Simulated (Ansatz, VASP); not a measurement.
# Two plane-wave programs on MgO

```
Mg O
1.0
     0.00000    2.10217    2.10217
     2.10217    0.00000    2.10217
     2.10217    2.10217    0.00000
Mg O
1 1
Direct
  0.00000 0.00000 0.00000
  0.50000 0.50000 0.50000
```

Alike in both runs: task single point; functional r2SCAN; k mesh 8 × 8 × 8; no spin polarisation.

|  | VASP | Ansatz |
| --- | --- | --- |
| version | VASP 6.6.1 | Ansatz 0.2.0 |
| potentials or method | VASP PAW PBE potentials, release 64 (Mg, O) | plane waves, PAW |
| plane-wave cutoff (eV) | 520 | 500 |
| occupations | gaussian, width 0.01 eV | fixed |
| valence electrons in the cell | 8 | 16 |

Ansatz gave:

* gap on the k mesh at the Fermi level (eV): 5.68
* pressure (GPa): 0.0

Problem. Which values does VASP return?

Solution. gap on the k mesh at the Fermi level (eV): 5.66; pressure (GPa): -1.1.

VASP's potentials were made for PBE, not for r2SCAN. VASP's potentials hold 8 valence electrons a cell and Ansatz's 16, so a difference there can come from the potentials and not from the codes.
